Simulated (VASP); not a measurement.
# Ti3ClO6 in VASP: single point with PBE+D3(BJ)

Aim: the single point of Ti3ClO6 with PBE+D3(BJ).

All numbers are computed with VASP 6.6.1; they aren't measurements. Logs are shortened: lines on timing, memory, paths and dates and some standing lists are left out, and cuts for length are marked.

### 1 The cell of the first run

The cell holds a slab with vacuum, 20 atoms: a = 5.462 Å, b = 5.462 Å, c = 18.804 Å, α = 90.00°, β = 90.00°, γ = 72.92°.

### 2 Single point, PBE+D3(BJ)

The input, INCAR:

```
ALGO = Normal
EDIFF = 1E-7
ENCUT = 520
GGA = PE
ISIF = 2
ISMEAR = 0
IVDW = 12
LASPH = True
LCHARG = False
LREAL = Auto
LWAVE = False
NBANDS = 95
NELM = 80
PREC = Accurate
SIGMA = 0.02
```

The input, KPOINTS:

```
k-points
0
Gamma
  2 2 1
```

The input, POSCAR:

```
Ti3ClO6
1.0
    5.4616570000      0.0000000000      0.0000000000
    1.6042020000      5.2207510000      0.0000000000
    0.0000000000      0.0000000000     18.8044440000
Ti O Cl
6 12 2
Direct
    0.0000000000      0.0000000000      0.0531789000
    0.3864822000      0.3864822000      0.1113315000
    0.7403876401      0.7409195925      0.1762899047
    0.1597532906      0.1611508153      0.2411689781
    0.5363283824      0.5400554741      0.3075830221
    0.9216653294      0.9098422900      0.3387739239
    0.1785187000      0.1785187000      0.1292425000
    0.0594822000      0.7134822000      0.1113315000
    0.5944457000      0.5944457000      0.0934205000
    0.7134822000      0.0594822000      0.1113315000
    0.9347032396      0.9342494550      0.2384377658
    0.8581822715      0.4575631619      0.2288029281
    0.3910993512      0.3915106568      0.2066593928
    0.4571009475      0.8582491750      0.2289339735
    0.7132337779      0.7116097757      0.3583193791
    0.6503601368      0.2288799318      0.3491139095
    0.1460027512      0.1455998579      0.3323618933
    0.2293764552      0.6518267412      0.3501952192
    0.8036894783      0.1341436201      0.4681559756
    0.9923708324     -0.0130501743      0.5605741150
```

Potentials or basis: VASP PAW PBE potentials, release 64 (Ti_sv, O, Cl).

Command:

```bash
> cat potpaw_PBE.64/Ti_sv/POTCAR potpaw_PBE.64/O/POTCAR potpaw_PBE.64/Cl/POTCAR > POTCAR
> mpirun -np 1 vasp_std > vasp.out
```

OUTCAR:

```text
EDIFF = 1E-7
   ENCUT = 520
   GGA = PE
   ISIF = 2
   ISMEAR = 0
   IVDW = 12
   LASPH = True
   LREAL = Auto
   NELM = 80
   PREC = Accurate
 IVDW          = 12

 ion  position               nearest neighbor table
   1  0.000  0.000  0.053-  10 1.86   8 1.86   7 2.12
   2  0.386  0.386  0.111-  13 1.79   9 1.86   7 1.86  10 2.12   8 2.12
   3  0.740  0.741  0.176-  12 1.79  14 1.79   9 2.02  11 2.07  10 2.10   8 2.10
   4  0.160  0.161  0.241-  17 1.72  12 1.95  14 1.96  11 1.99   7 2.11  13 2.13   6 2.83
   5  0.536  0.540  0.308-  18 1.80  15 1.80  16 1.81  14 2.23  12 2.24  13 2.30
   6  0.922  0.910  0.339-  15 1.82  18 1.86  11 1.89  16 1.94  17 2.02  19 2.72   4 2.83
   7  0.179  0.179  0.129-   2 1.86   4 2.11   1 2.12
   8  0.059  0.713  0.111-   1 1.86   3 2.10   2 2.12
   9  0.594  0.594  0.093-   2 1.86   3 2.02
  10  0.713  0.059  0.111-   1 1.86   3 2.10   2 2.12
  11  0.935  0.934  0.238-   6 1.89   4 1.99   3 2.07
  12  0.858  0.458  0.229-   3 1.79   4 1.95   5 2.24
  13  0.391  0.392  0.207-   2 1.79   4 2.13   5 2.30
  14  0.457  0.858  0.229-   3 1.79   4 1.96   5 2.23
  15  0.713  0.712  0.358-   5 1.80   6 1.82
  16  0.650  0.229  0.349-   5 1.81   6 1.94
  17  0.146  0.146  0.332-   4 1.72   6 2.02
  18  0.229  0.652  0.350-   5 1.80   6 1.86
  19  0.804  0.134  0.468-  20 2.06   6 2.72
  20  0.992  0.987  0.561-  19 2.06

  LATTYP: Found a base centered orthorhombic cell.
 ALAT       =     6.4912402575
 B/A-ratio  =     1.3534182574
 C/A-ratio  =     2.8968953935

  Lattice vectors:

 A1 = (  -1.6042020000,  -5.2207510000,   0.0000000000)
 A2 = (   5.4616570000,   0.0000000000,   0.0000000000)
 A3 = (   0.0000000000,   0.0000000000,  18.8044440000)

Analysis of symmetry for initial positions (statically):
=====================================================================
 Subroutine PRICEL returns:
 Original cell was already a primitive cell.

 Routine SETGRP: Setting up the symmetry group for a
 base centered orthorhombic supercell.

 Subroutine GETGRP returns: Found  1 space group operations
 (whereof  1 operations were pure point group operations)
 out of a pool of  8 trial point group operations.

The static configuration has the point symmetry C_1 .

Analysis of symmetry for dynamics (positions and initial velocities):
[... 129 lines left out ...]
   NSW    =      0    number of steps for IOM
   IBRION =     -1    ionic relax: 0-MD 1-quasi-New 2-CG
   NFREE  =      0    steps in history (QN), initial steepest desc. (CG)
   ISIF   =      2    stress and relaxation
   ISYM   =      2    0-nonsym 1-usesym 2-fastsym
   POTIM  = 0.5000    time-step for ionic-motion
   TEBEG  =    0.0;   TEEND  =   0.0 temperature during run
   PSTRESS=    0.0 pullay stress
   NELECT =     158.0000    total number of electrons
   NUPDOWN=      -1.0000    fix difference up-down
   EMIN   =  10.00;   EMAX   =-10.00  energy-range for DOS
   EFERMI =   0.00;   METHOD = LEGACY
   ISMEAR =     0;   SIGMA  =   0.02  broadening in eV -4-tet -1-fermi 0-gaus
   EFERMI_NEDOS =   21; number of points for ismear=-14 and -15
   IALGO  =     38    algorithm
   IMIX   =      4    mixing-type and parameters
     AMIX     =   0.40;   BMIX     =  1.00
     AMIX_MAG =   1.60;   BMIX_MAG =  1.00
  volume/ion in A,a.u.               =      26.81       180.92
  Fermi-wavevector in a.u.,A,eV,Ry     =   1.089401  2.058670 16.147329  1.186795
  Thomas-Fermi vector in A             =   2.225604
   LORBIT       =      0    0 simple, 1 ext, 2 COOP (PROOUT), +10 PAW based schemes
   GGA     = PE    functional components
   LHFCALC =     F    Hartree Fock is set to
   AEXX    =    0.0000 exact exchange contribution
   IVDW    =    12    specifies the selected vdW correction
   LEPSILON=     F    determine dielectric tensor
   LRPA    =     F    only Hartree local field effects (RPA)
 non-spin polarized calculation
 Gauss-broadening in eV      SIGMA  =   0.02
  energy-cutoff  :      520.00
  volume of cell :      536.19
 maximum number of plane-waves:     14476
 NGX is ok and might be reduce to    42
   NGX = 21   NGY = 21   NGZ = 69

 number of electron     157.9999967 magnetization

 Free energy of the ion-electron system (eV)
  ---------------------------------------------------
  ext. energy  EPLUGINS =         0.00000000
  ---------------------------------------------------
  free energy    TOTEN  =      -155.52691224 eV

  energy without entropy =     -155.52254141  energy(sigma->0) =     -155.52472682

 E-fermi :  -0.8082     XC(G=0):  -5.9117

 val. band max:       -0.8183092519   @ k =   0.0000   0.0000   0.0000
 cond. band min:      -0.7980996589   @ k =   0.0000   0.0000   0.0000
 fundamental gap:      0.0202095930
 Fermi energy:        -0.8082044554

 k-point     1 :       0.0000    0.0000    0.0000
  band No.  band energies     occupation
      1     -59.5119      2.00000
      2     -58.1624      2.00000
      3     -57.7309      2.00000
      4     -57.2891      2.00000
      5     -57.1849      2.00000
      6     -57.0143      2.00000
[... 365 lines left out ...]
     90       1.9395      0.00000
     91       2.1014      0.00000
 [bands above 91 left out]

------------------------ aborting loop because EDIFF is reached ----------------------------------------

 Edisp (eV)   -3.25618

 E8    (eV) :    -1.3122

  FORCE on cell =-STRESS in cart. coord.  units (eV):
  Direction    XX          YY          ZZ          XY          YZ          ZX
  --------------------------------------------------------------------------------------
  -------------------------------------------------------------------------------------
  Total       2.22930     4.05275   -10.35601    -2.92064     0.10804     0.01288
  in kB       6.66135    12.10996   -30.94461    -8.72712     0.32283     0.03847
  external pressure =       -4.06 kB  Pullay stress =        0.00 kB

 VOLUME and BASIS-vectors are now :
 -----------------------------------------------------------------------------
  energy-cutoff  :      520.00
  volume of cell :      536.19
      direct lattice vectors                 reciprocal lattice vectors
     5.461657000  0.000000000  0.000000000     0.183094618 -0.056260249  0.000000000
     1.604202000  5.220751000  0.000000000     0.000000000  0.191543324  0.000000000
     0.000000000  0.000000000 18.804444000     0.000000000  0.000000000  0.053178919

 POSITION                                       TOTAL-FORCE (eV/Angst)
 -----------------------------------------------------------------------------------
      0.00000      0.00000      1.00000        -0.957526     -0.716681      8.076716
      2.73083      2.01773      2.09353         1.851434      1.371367      3.678553
      5.23233      3.86816      3.31503         0.060735      0.048471     -0.108675
      1.13104      0.84133      4.53505         0.020510      0.008745     -0.167085
      3.79560      2.81950      5.78393        -0.015091     -0.003519     -0.121683
      6.49339      4.75006      6.37046        -0.015869      0.055854      0.081050
[... 12 lines left out ...]
      4.60467      0.70033      8.80341         0.049183     -0.066693      0.117825
      7.00326      5.15262     10.54128        -0.047048      0.050255     -0.113111
 -----------------------------------------------------------------------------------
    total drift:                                0.000322      0.010086      0.004094

  FREE ENERGIE OF THE ION-ELECTRON SYSTEM (eV)
  ---------------------------------------------------
  free  energy   TOTEN  =      -158.7830926738 eV

  energy  without entropy=     -158.7787218440  energy(sigma->0) =     -158.78090726
```

OSZICAR:

```text
N       E                     dE             d eps       ncg     rms          rms(c)
DAV:   1     0.216474854490E+04    0.21647E+04   -0.77726E+04   824   0.161E+03
DAV:   2     0.169300783503E+03   -0.19954E+04   -0.19261E+04   948   0.481E+02
DAV:   3    -0.180781782504E+03   -0.35008E+03   -0.34774E+03   953   0.204E+02
[... 29 lines left out ...]
DAV:  33    -0.155526911954E+03    0.12501E-06   -0.10037E-06   810   0.425E-03    0.704E-03
DAV:  34    -0.155526911843E+03    0.11113E-06   -0.23702E-07   523   0.260E-03    0.242E-03
DAV:  35    -0.155526912083E+03   -0.24031E-06   -0.84519E-08   592   0.133E-03    0.386E-03
DAV:  36    -0.155526912243E+03   -0.16045E-06   -0.64019E-08   568   0.100E-03    0.405E-03
DAV:  37    -0.155526912239E+03    0.48713E-08   -0.49578E-08   568   0.102E-03
   1 F= -.15878309E+03 E0= -.15878091E+03  d E =-.437083E-02
```

stdout:

```text
POSCAR found type information on POSCAR TiO Cl
 POSCAR found :  3 types and      20 ions
 scaLAPACK will be used
 LDA part: xc-table for (Slater+PW92), standard interpolation
 POSCAR, INCAR and KPOINTS ok, starting setup
 FFT: planning ... GRIDC
 FFT: planning ... GRID_SOFT
 FFT: planning ... GRID
 WAVECAR not read
 entering main loop
```

Run time: 32 min. Hardware: 1 thread of AMD EPYC 7R13, shared host; peak memory 0.57 GiB.

What came out:

```yaml
Free_energy: -158.7831 eV
Largest_force: 8.165 eV/Å
Band_gap_on_the_k_mesh: 0.02 eV, direct
Dispersion_energy_per_atom: -0.163 eV
```

Forces in eV/Å, atoms in the order of the input:
```
Ti  -0.958 -0.717  8.077
Ti   1.851  1.371  3.679
Ti   0.061  0.048 -0.109
Ti   0.021  0.009 -0.167
Ti  -0.015 -0.004 -0.122
Ti  -0.016  0.056  0.081
O   -2.708 -2.007 -4.786
O    1.917 -0.516 -3.349
O   -0.173 -0.125 -0.435
O    0.063  1.991 -3.342
O   -0.007 -0.008 -0.056
O    0.003 -0.061  0.047
O    0.021  0.015  0.109
O   -0.060  0.013  0.058
O    0.017  0.001  0.069
O   -0.005 -0.042  0.023
O    0.015  0.010  0.167
O   -0.029 -0.019  0.053
Cl   0.049 -0.067  0.118
Cl  -0.047  0.050 -0.113
```

Levels at points of the mesh, in eV from the valence-band top:
```csv
k point,band 77,band 78,band 79,band 80,band 81,band 82
"(0.00, 0.00, 0.00)",-0.65,-0.49,0.00,0.02,0.45,0.56
"(0.50, 0.00, 0.00)",-0.72,-0.66,-0.49,0.24,0.53,0.62
"(0.00, 0.50, 0.00)",-0.73,-0.67,-0.42,0.24,0.53,0.62
"(0.50, 0.50, 0.00)",-0.76,-0.64,-0.49,0.21,0.30,0.74
```

Caveat: the k points lie up to 0.60 Å⁻¹ apart.
